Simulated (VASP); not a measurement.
# BN (Fmm2) in VASP: a series of runs

Runs on BN. Level: PBE+D3(BJ). Tasks: single point.

All numbers are computed with VASP 6.6.1; they aren't measurements. Logs are shortened: lines on timing, memory, paths and dates and some standing lists are left out, and cuts for length are marked.

### 1 The cell of the first run

It takes space group Fmm2 (No. 42, orthorhombic). The conventional cell has a = 2.508 Å, b = 6.779 Å, c = 4.338 Å, α = 90.00°, β = 90.00°, γ = 90.00°. Within 1.9 Å of B (site symmetry mm2) lie 3 N at 1.45 Å. N (site symmetry mm2) has 3 B at 1.45 Å within 1.9 Å.

### 2 Single point, PBE+D3(BJ) (strain +0.0150 x Voigt [0, 1, 0, 0, 0, 0])

Input file INCAR:

```
PREC = Accurate
ENCUT = 520
EDIFF = 1E-6
ISMEAR = 0
SIGMA = 0.05
LREAL = F
LASPH = T
NELM = 100
ALGO = Normal
ISIF = 2
LWAVE = F
LCHARG = F
GGA = PE
IVDW = 12
NBANDS = 11
```

Input file KPOINTS:

```
regular mesh
0
Gamma
  12 12 12
```

Input file POSCAR:

```
BN
1.0
    0.0000000000      3.3895744223      2.1688319106
    1.2538424675      0.0000000000      2.1688319106
    1.2538424675      3.3895744223      0.0000000000
B N
1 1
Direct
    0.0001068737      0.0001068737      0.9998931263
    0.6665931163      0.6665931163      0.3334068837
```

Potentials or basis: VASP PAW PBE potentials, release 64 (B, N).

On the command line:

```console
$ cat potpaw_PBE.64/B/POTCAR potpaw_PBE.64/N/POTCAR > POTCAR
$ mpirun -np 1 vasp_std > vasp.out
```

OUTCAR:

```text
PREC = Accurate
   ENCUT = 520
   EDIFF = 1E-6
   ISMEAR = 0
   LREAL = F
   LASPH = T
   NELM = 100
   ISIF = 2
   GGA = PE
   IVDW = 12
 IVDW          = 12

 ion  position               nearest neighbor table
   1  0.000  0.000  1.000-   2 1.45   2 1.45   2 1.45
   2  0.667  0.667  0.333-   1 1.45   1 1.45   1 1.45

  LATTYP: Found a face centered orthorhombic cell.
 ALAT       =     2.5076849350
 B/A-ratio  =     1.7297483271
 C/A-ratio  =     2.7033495117

  Lattice vectors:

 A1 = (   0.0000000000,   3.3895744223,   2.1688319106)
 A2 = (  -1.2538424675,   3.3895744223,   0.0000000000)
 A3 = (  -1.2538424675,   0.0000000000,   2.1688319106)

Analysis of symmetry for initial positions (statically):
=====================================================================
 Subroutine PRICEL returns:
 Original cell was already a primitive cell.

 Routine SETGRP: Setting up the symmetry group for a
 face centered orthorhombic supercell.

 Subroutine GETGRP returns: Found  4 space group operations
 (whereof  4 operations were pure point group operations)
 out of a pool of  8 trial point group operations.

The static configuration has the point symmetry C_2v.

Analysis of symmetry for dynamics (positions and initial velocities):
=====================================================================
 Subroutine PRICEL returns:
 Original cell was already a primitive cell.

 Routine SETGRP: Setting up the symmetry group for a
 face centered orthorhombic supercell.

 Subroutine GETGRP returns: Found  4 space group operations
 (whereof  4 operations were pure point group operations)
 out of a pool of  8 trial point group operations.

The dynamic configuration has the point symmetry C_2v.

 Subroutine INISYM returns: Found  4 space group operations
 (whereof  4 operations are pure point group operations),
 and found     1 'primitive' translations

----------------------------------------------------------------------------------------

                                     Primitive cell

  volume of cell :      18.4350

  direct lattice vectors                    reciprocal lattice vectors
     0.000000000  3.389574422  2.168831911    -0.398774179  0.147511144  0.230538843
     1.253842467  0.000000000  2.168831911     0.398774179 -0.147511144  0.230538843
     1.253842467  3.389574422  0.000000000     0.398774179  0.147511144 -0.230538843

  length of vectors
     4.024058476  2.505185181  3.614046997     0.483661598  0.483661598  0.483661598

  position of ions in fractional coordinates (direct lattice)
     0.000106874  0.000106874  0.999893126
     0.666593116  0.666593116  0.333406884

  ion indices of the primitive-cell ions
   primitive index   ion index
                 1           1
                 2           2

----------------------------------------------------------------------------------------

 KPOINTS: regular mesh

Automatic generation of k-mesh.
 Grid dimensions read from file:
 generate k-points for:   12   12   12

 Generating k-lattice:

  Cartesian coordinates                     Fractional coordinates (reciprocal lattice)
    -0.033231182  0.012292595  0.019211570     0.083333333  0.000000000 -0.000000000
     0.033231182 -0.012292595  0.019211570     0.000000000  0.083333333  0.000000000
     0.033231182  0.012292595 -0.019211570    -0.000000000  0.000000000  0.083333333

  Length of vectors
     0.040305133  0.040305133  0.040305133

  Shift w.r.t. Gamma in fractional coordinates (k-lattice)
     0.000000000  0.000000000  0.000000000

 Subroutine IBZKPT returns following result:
 ===========================================

 Found    280 irreducible k-points:

 Following reciprocal coordinates:
            Coordinates               Weight
  0.000000  0.000000  0.000000      1.000000
  0.083333  0.000000  0.000000      8.000000
  0.166667 -0.000000 -0.000000      8.000000
  0.250000  0.000000  0.000000      8.000000
  0.333333  0.000000  0.000000      8.000000
  0.416667  0.000000  0.000000      8.000000
[... 16 lines left out ...]
  0.500000  0.166667  0.000000      8.000000
 -0.416667  0.166667  0.000000      8.000000
 [... further k-points ...]
   k-points           NKPTS =    280   k-points in BZ     NKDIM =    280   number of bands    NBANDS=     11
   number of dos      NEDOS =    301   number of ions     NIONS =      2
   total plane-waves  NPLWV =  16800
   dimension x,y,z NGX =    30 NGY =   20 NGZ =   28
   dimension x,y,z NGXF=    60 NGYF=   40 NGZF=   56
   ions per type =               1   1
   NGX,Y,Z   is equivalent  to a cutoff of  12.39, 13.27, 12.88 a.u.
   NGXF,Y,Z  is equivalent  to a cutoff of  24.79, 26.54, 25.76 a.u.
 SYSTEM =  unknown system
   PREC   = accura    normal or accurate (medium, high low for compatibility)
   ISTART =      0    job   : 0-new  1-cont  2-samecut
   ICHARG =      2    charge: 1-file 2-atom 10-const
   ISPIN  =      1    spin polarized calculation?
   LNONCOLLINEAR =      F non collinear calculations
   LSORBIT =      F    spin-orbit coupling
   LASPH  =      T    aspherical Exc in radial PAW
   ENCUT  =  520.0 eV  38.22 Ry    6.18 a.u.   7.48  4.66  6.72*2*pi/ulx,y,z
   NELM   =    100;   NELMIN=  2; NELMDL= -5     # of ELM steps
   EDIFF  = 0.1E-05   stopping-criterion for ELM
   LREAL  =      F    real-space projection
   EDIFFG = 0.1E-04   stopping-criterion for IOM
   NSW    =      0    number of steps for IOM
   IBRION =     -1    ionic relax: 0-MD 1-quasi-New 2-CG
   NFREE  =      0    steps in history (QN), initial steepest desc. (CG)
   ISIF   =      2    stress and relaxation
   ISYM   =      2    0-nonsym 1-usesym 2-fastsym
   POTIM  = 0.5000    time-step for ionic-motion
   TEBEG  =    0.0;   TEEND  =   0.0 temperature during run
   PSTRESS=    0.0 pullay stress
   NELECT =       8.0000    total number of electrons
   NUPDOWN=      -1.0000    fix difference up-down
   EMIN   =  10.00;   EMAX   =-10.00  energy-range for DOS
   EFERMI =   0.00;   METHOD = LEGACY
   ISMEAR =     0;   SIGMA  =   0.05  broadening in eV -4-tet -1-fermi 0-gaus
   EFERMI_NEDOS =   21; number of points for ismear=-14 and -15
   IALGO  =     38    algorithm
   IMIX   =      4    mixing-type and parameters
     AMIX     =   0.40;   BMIX     =  1.00
     AMIX_MAG =   1.60;   BMIX_MAG =  1.00
  volume/ion in A,a.u.               =       9.22        62.20
  Fermi-wavevector in a.u.,A,eV,Ry     =   1.239434  2.342191 20.901231  1.536197
  Thomas-Fermi vector in A             =   2.373918
   LORBIT       =      0    0 simple, 1 ext, 2 COOP (PROOUT), +10 PAW based schemes
   GGA     = PE    functional components
   LHFCALC =     F    Hartree Fock is set to
   AEXX    =    0.0000 exact exchange contribution
   IVDW    =    12    specifies the selected vdW correction
   LEPSILON=     F    determine dielectric tensor
   LRPA    =     F    only Hartree local field effects (RPA)
 non-spin polarized calculation
 Gauss-broadening in eV      SIGMA  =   0.05
  energy-cutoff  :      520.00
  volume of cell :       18.44
 maximum number of plane-waves:       512
 NGX is ok and might be reduce to    30
   NGX = 15   NGY =  9   NGZ = 13

 number of electron       8.0000000 magnetization

 Free energy of the ion-electron system (eV)
  ---------------------------------------------------
  ext. energy  EPLUGINS =         0.00000000
  ---------------------------------------------------
  free energy    TOTEN  =       -17.58041478 eV

  energy without entropy =      -17.58041478  energy(sigma->0) =      -17.58041478

 E-fermi :   2.5418     XC(G=0):  -9.9349

 val. band max:        2.2132831023   @ k =   0.5000  -0.3333   0.1667
 cond. band min:       5.9291529666   @ k =   0.0000   0.5000   0.5000
 fundamental gap:      3.7158698643
 Fermi energy:         2.5418304192

 k-point     1 :       0.0000    0.0000    0.0000
  band No.  band energies     occupation
      1     -15.6676      2.00000
      2      -2.1024      2.00000
      3       0.7821      2.00000
      4       0.7823      2.00000
      5       7.2179      0.00000
      6      13.6659      0.00000
      7      13.7514      0.00000
      8      15.1899      0.00000
      9      16.6956      0.00000
     10      27.7602      0.00000
     11      29.7165      0.00000

 k-point     2 :       0.0833    0.0000    0.0000
  band No.  band energies     occupation
      1     -15.5283      2.00000
      2      -1.9764      2.00000
      3       0.2200      2.00000
      4       0.5247      2.00000
      5       7.5405      0.00000
      6      13.6506      0.00000
      7      14.2801      0.00000
      8      14.6953      0.00000
      9      17.1444      0.00000
     10      27.5756      0.00000
     11      28.1632      0.00000

 k-point     3 :       0.1667   -0.0000   -0.0000
  band No.  band energies     occupation
      1     -15.1185      2.00000
      2      -1.6087      2.00000
      3      -1.1755      2.00000
      4      -0.1025      2.00000
      5       8.3846      0.00000
      6      13.3501      0.00000
      7      13.5245      0.00000
      8      15.8833      0.00000
      9      18.2474      0.00000
     10      24.7400      0.00000
     11      28.5075      0.00000

 k-point     4 :       0.2500    0.0000    0.0000
  band No.  band energies     occupation
      1     -14.4679      2.00000
      2      -2.9751      2.00000
      3      -0.9585      2.00000
      4      -0.8290      2.00000
      5       9.4337      0.00000
      6      11.6960      0.00000
      7      13.4015      0.00000
      8      18.1474      0.00000
      9      19.5717      0.00000
     10      22.5412      0.00000
     11      27.1976      0.00000

 k-point     5 :       0.3333    0.0000    0.0000
  band No.  band energies     occupation
      1     -13.6493      2.00000
      2      -4.7494      2.00000
      3      -1.4541      2.00000
      4      -0.1229      2.00000
      5       9.0285      0.00000
      6      11.3793      0.00000
      7      13.6410      0.00000
      8      20.0871      0.00000
      9      20.6900      0.00000
     10      21.6423      0.00000
     11      26.1409      0.00000
[... 211 lines left out ...]
 k-point    21 :       0.3333    0.1667    0.0000
  band No.  band energies     occupation
      1     -14.1185      2.00000
      2      -3.4248      2.00000
      3      -1.8028      2.00000
      4      -0.3415      2.00000
      5       9.8074      0.00000
      6      11.1882      0.00000
      7      14.5143      0.00000
      8      16.9311      0.00000
      9      20.7116      0.00000
     10      21.5793      0.00000
     11      26.8314      0.00000

 k-point    22 :       0.4167    0.1667   -0.0000
  band No.  band energies     occupation
      1     -13.3382      2.00000
      2      -4.7592      2.00000
      3      -2.6799      2.00000
      4       0.4721      2.00000
      5       8.9927      0.00000
      6      11.7854      0.00000
      7      14.9228      0.00000
      8      17.9515      0.00000
      9      19.2585      0.00000
     10      23.0003      0.00000
     11      26.0907      0.00000

 k-point    23 :       0.5000    0.1667    0.0000
  band No.  band energies     occupation
      1     -12.5810      2.00000
      2      -5.9427      2.00000
      3      -3.2022      2.00000
      4       1.2612      2.00000
      5       7.5414      0.00000
      6      13.1208      0.00000
      7      15.2795      0.00000
      8      17.6065      0.00000
      9      20.1231      0.00000
     10      23.5870      0.00000
     11      25.0529      0.00000

 k-point    24 :      -0.4167    0.1667    0.0000
  band No.  band energies     occupation
      1     -12.2230      2.00000
      2      -6.4525      2.00000
      3      -3.3676      2.00000
      4       1.5563      2.00000
      5       6.9117      0.00000
      6      13.6831      0.00000
      7      15.6853      0.00000
      8      17.5330      0.00000
      9      20.7993      0.00000
     10      22.8925      0.00000
     11      24.7649      0.00000

 [... further k-points ...]

------------------------ aborting loop because EDIFF is reached ----------------------------------------

 Edisp (eV)   -0.27489

 E8    (eV) :    -0.0803

  FORCE on cell =-STRESS in cart. coord.  units (eV):
  Direction    XX          YY          ZZ          XY          YZ          ZX
  --------------------------------------------------------------------------------------
  -------------------------------------------------------------------------------------
  Total       0.01972    -0.06308     0.03230     0.00000     0.00000     0.00000
  in kB       1.71402    -5.48241     2.80675     0.00000     0.00000     0.00000
  external pressure =       -0.32 kB  Pullay stress =        0.00 kB

 VOLUME and BASIS-vectors are now :
 -----------------------------------------------------------------------------
  energy-cutoff  :      520.00
  volume of cell :       18.44
      direct lattice vectors                 reciprocal lattice vectors
     0.000000000  3.389574422  2.168831911    -0.398774179  0.147511144  0.230538843
     1.253842467  0.000000000  2.168831911     0.398774179 -0.147511144  0.230538843
     1.253842467  3.389574422  0.000000000     0.398774179  0.147511144 -0.230538843

 POSITION                                       TOTAL-FORCE (eV/Angst)
 -----------------------------------------------------------------------------------
      1.25384      3.38957      0.00046         0.000000      0.000000     -0.001823
      1.25384      3.38957      2.89146         0.000000      0.000000      0.001823
 -----------------------------------------------------------------------------------
    total drift:                                0.000003     -0.000010      0.000002

  FREE ENERGIE OF THE ION-ELECTRON SYSTEM (eV)
  ---------------------------------------------------
  free  energy   TOTEN  =       -17.8553092314 eV

  energy  without entropy=      -17.8553092314  energy(sigma->0) =      -17.85530923
```

It took 74 s on 1 thread of Intel Xeon 8259CL, shared host; peak memory 0.19 GiB.

What came out:

| Quantity | Value |
| --- | --- |
| Free energy | -17.8553 eV |
| Pressure | 0.0 GPa |
| Band gap on the k mesh | 3.72 eV (least direct gap 4.53 eV) |
| Dispersion energy per atom | -0.137 eV |

Caveat: the cell differs from its parent crystal (strain +0.0150 x Voigt [0, 1, 0, 0, 0, 0]).

### 3 Single point, PBE+D3(BJ) (strain +0.0300 x Voigt [0, 1, 0, 0, 0, 0])

Input file INCAR:

```
ALGO = Normal
EDIFF = 1E-6
ENCUT = 520
GGA = PE
ISIF = 2
ISMEAR = 0
IVDW = 12
LASPH = True
LCHARG = True
LELF = True
LREAL = False
LVHAR = True
LWAVE = False
NBANDS = 11
NELM = 60
PREC = Accurate
SIGMA = 0.05
```

Input file KPOINTS:

```
k-points
0
Gamma
  12 12 12
```

Input file POSCAR:

```
BN
1.0
    0.0000000000      3.4396666552      2.1688319106
    1.2538424675      0.0000000000      2.1688319106
    1.2538424675      3.4396666552      0.0000000000
B N
1 1
Direct
    0.0001068737      0.0001068737      0.9998931263
    0.6665931163      0.6665931163      0.3334068837
```

Potentials or basis: VASP PAW PBE potentials, release 64 (B, N).

On the command line:

```console
$ cat potpaw_PBE.64/B/POTCAR potpaw_PBE.64/N/POTCAR > POTCAR
$ mpirun -np 1 vasp_std > vasp.out
```

It took 83 s on 1 thread of Intel Xeon 8259CL, shared host; peak memory 0.2 GiB.

Results (log left out):

| Item | Value |
| --- | --- |
| Free energy | -17.8544 eV |
| Pressure | -0.1 GPa |
| Largest force | 0.004 eV/Å |
| Band gap on the k mesh | 3.78 eV (least direct gap 4.54 eV) |
| Dispersion energy per atom | -0.135 eV |

Forces on the atoms (eV/Å):
```
B    0.000  0.000 -0.004
N    0.000  0.000  0.004
```

Stress tensor (GPa, compression positive):
```
 0.18  0.00  0.00
 0.00 -0.86  0.00
 0.00  0.00  0.38
```

Levels at points of the mesh, in eV from the valence-band top:
| k point | band 1 | band 2 | band 3 | band 4 | band 5 | band 6 | band 7 | band 8 |
| --- | --- | --- | --- | --- | --- | --- | --- | --- |
| (0.00, 0.00, 0.00) | -17.86 | -4.39 | -1.43 | -1.43 | 4.93 | 11.46 | 11.54 | 12.95 |
| (0.50, 0.00, 0.00) | -14.67 | -8.98 | -4.21 | -1.02 | 4.60 | 9.78 | 13.38 | 15.77 |
| (0.50, 0.50, 0.00) | -14.72 | -9.08 | -4.22 | -0.47 | 5.83 | 9.36 | 12.26 | 13.79 |
| (0.50, 0.00, 0.50) | -17.64 | -6.16 | -1.46 | -1.42 | 9.74 | 11.42 | 11.49 | 11.94 |
| (0.00, 0.50, 0.50) | -14.60 | -8.87 | -4.26 | -1.50 | 3.78 | 9.82 | 14.58 | 18.60 |

Caveat: the cell differs from its parent crystal (strain +0.0300 x Voigt [0, 1, 0, 0, 0, 0]). A k mesh can miss the band edges.
